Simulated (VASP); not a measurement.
Input of a VASP 6.6.1 run:

INCAR

```
SYSTEM = Al
PREC = Accurate
ENCUT = 500
EDIFF = 1E-6
ISMEAR = 1
SIGMA = 0.05
LREAL = .FALSE.
LASPH = .TRUE.
NELM = 120
ALGO = Normal
ISIF = 2
LWAVE = .FALSE.
LCHARG = .FALSE.
GGA = RP
NBANDS = 8
GGA_COMPAT = .FALSE.
```

File KPOINTS:

```
regular mesh
0
G
  14 14 14
  0 0 0
```

Contents of POSCAR:

```
Al
1.0
    0.0000000000      2.0248050000      2.0248050000
    2.0248050000      0.0000000000      2.0248050000
    2.0248050000      2.0248050000      0.0000000000
Al
1
Direct
    0.0000000000      0.0000000000      0.0000000000
```

Potentials or basis: VASP PAW PBE potentials, release 64 (Al).

Command:

```bash
$ cat potpaw_PBE.64/Al/POTCAR > POTCAR
$ mpirun -np 1 vasp_std > vasp.out
```

(1) Estimate the pressure.

(2) Predict the band gap on the k mesh.

Answers

(1) 0.5 GPa.

(2) zero (an odd number of electrons rules out a gap without spin polarisation).

Caveat: the PAW data sets were made with another functional, which shifts forces and pressure a little.
